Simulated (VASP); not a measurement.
Here is a VASP 6.6.1 calculation.

POSCAR

```
Si
1.0
    2.8359687699      0.0000000000      0.0000000000
   -1.4179843850      2.4560209991      0.0000000000
    0.0000000000      0.0000000000      4.5942694073
Si
2
Direct
    0.2733333333      0.6366666667      0.2050000000
    0.7266666667      0.3633333333      0.7950000000
```

Contents of INCAR.step1:

```
SYSTEM = Si
PREC     = Accurate       ! precision mode
ENCUT    = 520            ! plane-wave cutoff, eV
ISMEAR   = -1             ! smearing method
SIGMA    = 0.05           ! smearing width, eV
LREAL    = .False.        ! projectors in reciprocal space
LASPH    = .True.         ! aspherical terms in the spheres
NELM     = 80             ! most SCF steps
NBANDS   = 11             ! bands
GGA      = PE             ! functional
ALGO     = Normal         ! electronic algorithm
EDIFF    = 1E-4           ! SCF threshold, eV
LWAVE    = .True.         ! write WAVECAR
LCHARG   = .False.        ! write CHGCAR
```

The input INCAR.step2:

```
SYSTEM = Si
PREC     = Accurate       ! precision mode
ENCUT    = 520            ! plane-wave cutoff, eV
EDIFF    = 1E-8           ! SCF threshold, eV
ISMEAR   = -1             ! smearing method
SIGMA    = 0.05           ! smearing width, eV
LREAL    = .False.        ! projectors in reciprocal space
LASPH    = .True.         ! aspherical terms in the spheres
NELM     = 80             ! most SCF steps
ALGO     = Normal         ! electronic algorithm
ISIF     = 2              ! what is computed and relaxed
LWAVE    = .False.        ! write WAVECAR
LCHARG   = .False.        ! write CHGCAR
METAGGA  = R2SCAN         ! meta-GGA
LMIXTAU  = .True.       
LEFG     = .True.       
NBANDS   = 11             ! bands
ISTART   = 1
```

KPOINTS

```
regular mesh
0
Gamma
  12 12 7
  0 0 0
```

Potentials or basis: VASP PAW PBE potentials, release 64 (Si).

Command:

```bash
$ cat potpaw_PBE.64/Si/POTCAR > POTCAR
$ cp INCAR.step1 INCAR
$ mpirun -np 1 vasp_std > vasp.out
$ cp INCAR.step2 INCAR
$ mpirun -np 1 vasp_std > vasp.out
```

Problem. Predict the band gap on the k mesh.

Solution. Zero (band 4 reaches 15.43 eV, above the bottom of band 5 at 6.07 eV).

Problem. What does it give for the largest force?

Solution. 1.455 eV/Å.

Stress tensor (GPa, compression positive):
```
-2.44  1.04  5.49
 1.04 -3.64  3.17
 5.49  3.17  3.30
```

Caveat: the cell differs from its parent crystal (shortest bond scaled by 0.82); without QUAD_EFG the Cq values of the log hold for a quadrupole moment of 1 mb, not for the nuclei; the PAW data sets were made with another functional, which shifts forces and pressure a little.
